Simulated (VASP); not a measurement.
Here is a VASP 6.6.1 calculation.

INCAR

```
PREC     = Accurate       # precision mode
ENCUT    = 520            # plane-wave cutoff, eV
EDIFF    = 1E-6           # SCF threshold, eV
ISMEAR   = 0              # smearing method
SIGMA    = 0.15           # smearing width, eV
LREAL    = False          # projectors in reciprocal space
LASPH    = True           # aspherical terms in the spheres
NELM     = 150            # most SCF steps
ALGO     = Normal         # electronic algorithm
ISIF     = 2              # what is computed and relaxed
LWAVE    = False          # write WAVECAR
LCHARG   = False          # write CHGCAR
ISPIN    = 2              # spin polarisation
MAGMOM   = 0.2 0.2        # initial moments
LORBIT   = 11             # projections on sites
NUPDOWN  = 0.4            # fixed moment
LMAXMIX  = 4              # l up to which the mixer works
GGA      = CA             # functional
NBANDS   = 21             # bands
```

File KPOINTS:

```
regular mesh
0
Gamma
  21 21 10
```

Contents of POSCAR:

```
Pt
1.0
    2.7483013709      0.0000000000      0.0000000000
   -1.3741506854      2.3800988044      0.0000000000
    0.0000000000      0.0000000000      4.7455915265
Pt
2
Direct
    0.6666666667      0.3333333333      0.7500000000
    0.3333333333      0.6666666667      0.2500000000
```

Potentials or basis: VASP PAW LDA potentials, release 64 (Pt).

Launch:

```sh
$ cat potpaw_LDA.64/Pt/POTCAR > POTCAR
$ mpirun -np 1 vasp_std > vasp.out
```

**Question.** Estimate the pressure.

**Answer.** -10.9 GPa.

Stress tensor (GPa, compression positive):
```
-10.79   0.00   0.00
  0.00 -10.79   0.00
  0.00   0.00 -11.08
```

Caveat: the total moment is fixed, so each spin has its own Fermi level.
